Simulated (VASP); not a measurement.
# As in VASP: single point with revPBE+D3(BJ)

Aim: the single point of As with revPBE+D3(BJ).

Everything below comes from runs of VASP 6.6.1. Logs are shortened: lines on timing, memory, paths and dates and some standing lists are left out, and cuts for length are marked.

## (1) The cell of the first run

The cell holds a slab with vacuum, 2 atoms: a = 3.565 Å, b = 3.565 Å, c = 24.000 Å, α = 90.00°, β = 90.00°, γ = 120.00°.

## (2) Single point, revPBE+D3(BJ)

File INCAR:

```
SYSTEM = As
  PREC = Accurate
  ENCUT = 400
  EDIFF = 1E-6
  ISMEAR = 0
  SIGMA = 0.04
  LREAL = .FALSE.
  LASPH = .TRUE.
  NELM = 120
  ALGO = Normal
  ISIF = 2
  LWAVE = .FALSE.
  LCHARG = .TRUE.
  LDIPOL = .TRUE.
  IDIPOL = 3
  DIPOL = 0.5 0.5 0.662
  GGA = RE
  IVDW = 12
  LELF = .TRUE.
  LVHAR = .TRUE.
  LVACPOTAV = .TRUE.
  NBANDS = 12
  GGA_COMPAT = .FALSE.
  NELMDL = -8
```

File KPOINTS:

```
Automatic mesh
0
G
  12 12 1
  0 0 0
```

File POSCAR:

```
As
1.0
    3.5650564103      0.0000000000      0.0000000000
   -1.7825282052      3.0874294172      0.0000000000
    0.0000000000      0.0000000000     23.9995303165
As
2
Direct
    0.6666666667      0.3333333333      0.6324046415
    0.3333333333      0.6666666667      0.6912524468
```

Potentials or basis: VASP PAW PBE potentials, release 64 (As).

Launch:

```console
> cat potpaw_PBE.64/As/POTCAR > POTCAR
> mpirun -np 1 vasp_std > vasp.out
```

OUTCAR:

```text
SYSTEM = As
   PREC = Accurate
   ENCUT = 400
   EDIFF = 1E-6
   ISMEAR = 0
   LREAL = .FALSE.
   LASPH = .TRUE.
   NELM = 120
   ISIF = 2
   GGA = RE
   IVDW = 12
   NELMDL = -8
 IVDW          = 12

 ion  position               nearest neighbor table
   1  0.667  0.333  0.632-   2 2.50   2 2.50   2 2.50
   2  0.333  0.667  0.691-   1 2.50   1 2.50   1 2.50

  LATTYP: Found a hexagonal cell.
 ALAT       =     3.5650564103
 C/A-ratio  =     6.7318795425

  Lattice vectors:

 A1 = (   3.5650564103,   0.0000000000,   0.0000000000)
 A2 = (  -1.7825282052,   3.0874294172,   0.0000000000)
 A3 = (   0.0000000000,   0.0000000000,  23.9995303165)

Analysis of symmetry for initial positions (statically):
=====================================================================
 Subroutine PRICEL returns:
 Original cell was already a primitive cell.

 Routine SETGRP: Setting up the symmetry group for a
 hexagonal supercell.

 Subroutine GETGRP returns: Found 12 space group operations
 (whereof  6 operations were pure point group operations)
 out of a pool of 24 trial point group operations.

The static configuration has the point symmetry C_3v.
 The point group associated with its full space group is D_3d.

Analysis of symmetry for dynamics (positions and initial velocities):
=====================================================================
 Subroutine PRICEL returns:
 Original cell was already a primitive cell.

 Routine SETGRP: Setting up the symmetry group for a
 hexagonal supercell.

 Subroutine GETGRP returns: Found 12 space group operations
 (whereof  6 operations were pure point group operations)
 out of a pool of 24 trial point group operations.

The dynamic configuration has the point symmetry C_3v.
 The point group associated with its full space group is D_3d.

 Subroutine INISYM returns: Found 12 space group operations
 (whereof  6 operations are pure point group operations),
 and found     1 'primitive' translations

----------------------------------------------------------------------------------------

                                     Primitive cell

  volume of cell :     264.1595

  direct lattice vectors                    reciprocal lattice vectors
     3.565056410  0.000000000  0.000000000     0.280500470  0.161947022  0.000000000
    -1.782528205  3.087429417  0.000000000     0.000000000  0.323894044  0.000000000
     0.000000000  0.000000000 23.999530316     0.000000000  0.000000000  0.041667482

  length of vectors
     3.565056410  3.565056410 23.999530316     0.323894044  0.323894044  0.041667482

  position of ions in fractional coordinates (direct lattice)
     0.666666667  0.333333333  0.632404642
     0.333333333  0.666666667  0.691252447

  ion indices of the primitive-cell ions
   primitive index   ion index
                 1           1
                 2           2

----------------------------------------------------------------------------------------

 KPOINTS: Automatic mesh

Automatic generation of k-mesh.
 Grid dimensions read from file:
 generate k-points for:   12   12    1

 Generating k-lattice:

  Cartesian coordinates                     Fractional coordinates (reciprocal lattice)
     0.023375039  0.013495585  0.000000000     0.083333333  0.000000000  0.000000000
     0.000000000  0.026991170  0.000000000     0.000000000  0.083333333  0.000000000
     0.000000000  0.000000000  0.041667482     0.000000000  0.000000000  1.000000000

  Length of vectors
     0.026991170  0.026991170  0.041667482

  Shift w.r.t. Gamma in fractional coordinates (k-lattice)
     0.000000000  0.000000000  0.000000000

 Subroutine IBZKPT returns following result:
 ===========================================

 Found     19 irreducible k-points:

 Following reciprocal coordinates:
            Coordinates               Weight
  0.000000  0.000000  0.000000      1.000000
  0.083333  0.000000  0.000000      6.000000
  0.166667 -0.000000  0.000000      6.000000
  0.250000 -0.000000  0.000000      6.000000
  0.333333  0.000000  0.000000      6.000000
  0.416667  0.000000  0.000000      6.000000
[... 11 lines left out ...]
  0.333333  0.250000  0.000000     12.000000
  0.333333  0.333333  0.000000      2.000000
   k-points           NKPTS =     19   k-points in BZ     NKDIM =     19   number of bands    NBANDS=     12
   number of dos      NEDOS =    301   number of ions     NIONS =      2
   total plane-waves  NPLWV =  92160
   dimension x,y,z NGX =    24 NGY =   24 NGZ =  160
   dimension x,y,z NGXF=    48 NGYF=   48 NGZF=  320
   ions per type =               2
   NGX,Y,Z   is equivalent  to a cutoff of  11.19, 11.19, 11.08 a.u.
   NGXF,Y,Z  is equivalent  to a cutoff of  22.38, 22.38, 22.17 a.u.
 SYSTEM =  As
   PREC   = accura    normal or accurate (medium, high low for compatibility)
   ISTART =      0    job   : 0-new  1-cont  2-samecut
   ICHARG =      2    charge: 1-file 2-atom 10-const
   ISPIN  =      1    spin polarized calculation?
   LNONCOLLINEAR =      F non collinear calculations
   LSORBIT =      F    spin-orbit coupling
   LASPH  =      T    aspherical Exc in radial PAW
   ENCUT  =  400.0 eV  29.40 Ry    5.42 a.u.   5.81  5.81 39.14*2*pi/ulx,y,z
   NELM   =    120;   NELMIN=  2; NELMDL= -8     # of ELM steps
   EDIFF  = 0.1E-05   stopping-criterion for ELM
   LREAL  =      F    real-space projection
   EDIFFG = 0.1E-04   stopping-criterion for IOM
   NSW    =      0    number of steps for IOM
   IBRION =     -1    ionic relax: 0-MD 1-quasi-New 2-CG
   NFREE  =      0    steps in history (QN), initial steepest desc. (CG)
   ISIF   =      2    stress and relaxation
   ISYM   =      2    0-nonsym 1-usesym 2-fastsym
   POTIM  = 0.5000    time-step for ionic-motion
   TEBEG  =    0.0;   TEEND  =   0.0 temperature during run
   PSTRESS=    0.0 pullay stress
   NELECT =      10.0000    total number of electrons
   NUPDOWN=      -1.0000    fix difference up-down
   EMIN   =  10.00;   EMAX   =-10.00  energy-range for DOS
   EFERMI =   0.00;   METHOD = LEGACY
   ISMEAR =     0;   SIGMA  =   0.04  broadening in eV -4-tet -1-fermi 0-gaus
   EFERMI_NEDOS =   21; number of points for ismear=-14 and -15
   IALGO  =     38    algorithm
   IMIX   =      4    mixing-type and parameters
     AMIX     =   0.40;   BMIX     =  1.00
     AMIX_MAG =   1.60;   BMIX_MAG =  1.00
  volume/ion in A,a.u.               =     132.08       891.32
  Fermi-wavevector in a.u.,A,eV,Ry     =   0.549692  1.038767  4.111154  0.302161
  Thomas-Fermi vector in A             =   1.580934
   LORBIT       =      0    0 simple, 1 ext, 2 COOP (PROOUT), +10 PAW based schemes
   GGA     = RE    functional components
   LHFCALC =     F    Hartree Fock is set to
   AEXX    =    0.0000 exact exchange contribution
   IVDW    =    12    specifies the selected vdW correction
   LEPSILON=     F    determine dielectric tensor
   LRPA    =     F    only Hartree local field effects (RPA)
 non-spin polarized calculation
 Gauss-broadening in eV      SIGMA  =   0.04
  energy-cutoff  :      400.00
  volume of cell :      264.16
 maximum number of plane-waves:      4836
 NGX is ok and might be reduce to    24
   NGX = 11   NGY = 11   NGZ = 79

 dipolmoment           0.000000      0.000000     -0.000000 electrons x Angstroem

 number of electron      10.0000000 magnetization

 dipolmoment           0.000000      0.000000      0.000002 electrons x Angstroem

 Free energy of the ion-electron system (eV)
  ---------------------------------------------------
  ext. energy  EPLUGINS =         0.00000000
  ---------------------------------------------------
  free energy    TOTEN  =        -8.82621517 eV

  energy without entropy =       -8.82621517  energy(sigma->0) =       -8.82621517

 E-fermi :  -3.3463     XC(G=0):  -2.2020

 val. band max:       -3.5127094269   @ k =   0.0000   0.0000   0.0000
 cond. band min:      -1.9870401970   @ k =   0.3333   0.0000   0.0000
 fundamental gap:      1.5256692299
 Fermi energy:        -3.3463286763

 k-point     1 :       0.0000    0.0000    0.0000
  band No.  band energies     occupation
      1     -17.2179      2.00000
      2     -10.8846      2.00000
      3      -4.3098      2.00000
      4      -3.5127      2.00000
      5      -3.5127      2.00000
      6      -1.4180      0.00000
      7      -0.0328      0.00000
      8      -0.0328      0.00000
      9       1.0747      0.00000
     10       1.2770      0.00000
     11       1.8239      0.00000
     12       2.2157      0.00000

 k-point     2 :       0.0833    0.0000    0.0000
  band No.  band energies     occupation
      1     -17.1230      2.00000
      2     -10.8633      2.00000
      3      -4.4238      2.00000
      4      -4.2616      2.00000
      5      -3.7290      2.00000
      6      -0.8464      0.00000
      7      -0.1183      0.00000
      8       0.1810      0.00000
      9       1.2204      0.00000
     10       1.3915      0.00000
     11       1.9337      0.00000
     12       2.3308      0.00000

 k-point     3 :       0.1667   -0.0000    0.0000
  band No.  band energies     occupation
      1     -16.8408      2.00000
      2     -10.8455      2.00000
      3      -5.8033      2.00000
      4      -4.2058      2.00000
      5      -4.1540      2.00000
      6      -1.2717      0.00000
      7       0.5885      0.00000
      8       0.5909      0.00000
      9       1.5745      0.00000
     10       1.7605      0.00000
     11       2.2596      0.00000
     12       2.6587      0.00000

 k-point     4 :       0.2500   -0.0000    0.0000
  band No.  band energies     occupation
      1     -16.3814      2.00000
      2     -10.9933      2.00000
      3      -6.8809      2.00000
      4      -4.7077      2.00000
      5      -4.1377      2.00000
      6      -1.8445      0.00000
      7       0.7698      0.00000
      8       0.8710      0.00000
      9       1.9323      0.00000
     10       2.2855      0.00000
     11       2.7945      0.00000
     12       3.1497      0.00000

 k-point     5 :       0.3333    0.0000    0.0000
  band No.  band energies     occupation
      1     -15.7711      2.00000
      2     -11.5135      2.00000
      3      -7.3402      2.00000
      4      -5.1140      2.00000
      5      -4.4528      2.00000
      6      -1.9870      0.00000
      7       0.2392      0.00000
      8       0.9499      0.00000
      9       2.6156      0.00000
     10       2.8262      0.00000
     11       3.4319      0.00000
     12       3.8779      0.00000
[... 153 lines left out ...]
      1     -14.4094      2.00000
      2     -12.8654      2.00000
      3      -7.4362      2.00000
      4      -6.1366      2.00000
      5      -5.2768      2.00000
      6      -1.0200      0.00000
      7       0.1241      0.00000
      8       0.5346      0.00000
      9       3.2067      0.00000
     10       5.0175      0.00000
     11       5.1344      0.00000
     12       5.3900      0.00000

 k-point    17 :       0.2500    0.2500    0.0000
  band No.  band energies     occupation
      1     -14.8634      2.00000
      2     -12.2976      2.00000
      3      -7.3927      2.00000
      4      -6.6513      2.00000
      5      -4.7477      2.00000
      6      -1.0500      0.00000
      7      -0.1437      0.00000
      8       1.3605      0.00000
      9       3.8402      0.00000
     10       3.9054      0.00000
     11       4.4536      0.00000
     12       4.7996      0.00000

 k-point    18 :       0.3333    0.2500    0.0000
  band No.  band energies     occupation
      1     -14.2058      2.00000
      2     -12.9561      2.00000
      3      -7.8156      2.00000
      4      -6.1634      2.00000
      5      -5.2447      2.00000
      6      -1.4482      0.00000
      7       0.4541      0.00000
      8       1.0902      0.00000
      9       4.2323      0.00000
     10       4.7926      0.00000
     11       4.8986      0.00000
     12       5.4460      0.00000

 k-point    19 :       0.3333    0.3333    0.0000
  band No.  band energies     occupation
      1     -13.5623      2.00000
      2     -13.5623      2.00000
      3      -8.0547      2.00000
      4      -5.6845      2.00000
      5      -5.6845      2.00000
      6      -1.7020      0.00000
      7       0.9427      0.00000
      8       0.9427      0.00000
      9       4.5397      0.00000
     10       5.4808      0.00000
     11       5.4808      0.00000
     12       6.2089      0.00000

------------------------ aborting loop because EDIFF is reached ----------------------------------------

 Edisp (eV)   -0.86613

 E8    (eV) :    -0.6223

  FORCE on cell =-STRESS in cart. coord.  units (eV):
  Direction    XX          YY          ZZ          XY          YZ          ZX
  --------------------------------------------------------------------------------------
  -------------------------------------------------------------------------------------
  Total       0.00940     0.00940    -0.03901    -0.00000    -0.00000     0.00000
  in kB       0.05703     0.05703    -0.23663    -0.00000    -0.00000     0.00000
  external pressure =       -0.04 kB  Pullay stress =        0.00 kB

 VOLUME and BASIS-vectors are now :
 -----------------------------------------------------------------------------
  energy-cutoff  :      400.00
  volume of cell :      264.16
      direct lattice vectors                 reciprocal lattice vectors
     3.565056410  0.000000000  0.000000000     0.280500470  0.161947022  0.000000000
    -1.782528205  3.087429417  0.000000000     0.000000000  0.323894044  0.000000000
     0.000000000  0.000000000 23.999530316     0.000000000  0.000000000  0.041667482

 POSITION                                       TOTAL-FORCE (eV/Angst)
 -----------------------------------------------------------------------------------
      1.78253      1.02914     15.17741         0.000000      0.000000      0.022653
     -0.00000      2.05829     16.58973        -0.000000      0.000000     -0.022653
 -----------------------------------------------------------------------------------
    total drift:                               -0.000000     -0.000000      0.000010

  FREE ENERGIE OF THE ION-ELECTRON SYSTEM (eV)
  ---------------------------------------------------
  free  energy   TOTEN  =        -9.6923479324 eV

  energy  without entropy=       -9.6923479324  energy(sigma->0) =       -9.69234793

 vacuum level on the upper side and lower side of the slab         1.591         1.591
```

Wall time 59 s (1 thread of Intel Xeon Platinum 8259CL at 2.50GHz (Skylake/Cascade Lake), shared host); peak memory 0.28 GiB.

What came out:

```
Free energy                : -9.6923 eV
Largest force              : 0.023 eV/Å
Band gap on the k mesh     : 1.53 eV, indirect (least direct gap 2.09 eV)
Dispersion energy per atom : -0.433 eV
```

Forces in eV/Å, atoms in the order of the input:
```
As   0.000  0.000  0.023
As   0.000  0.000 -0.023
```

Levels at points of the mesh, in eV from the valence-band top:
```tsv
k point	band 3	band 4	band 5	band 6	band 7	band 8
(0.00, 0.00, 0.00)	-0.80	0.00	0.00	2.09	3.48	3.48
(0.50, 0.00, 0.00)	-3.61	-1.95	-1.77	1.93	2.96	4.43
```

Caveat: the PAW data sets were made with another functional, which shifts forces and pressure a little.
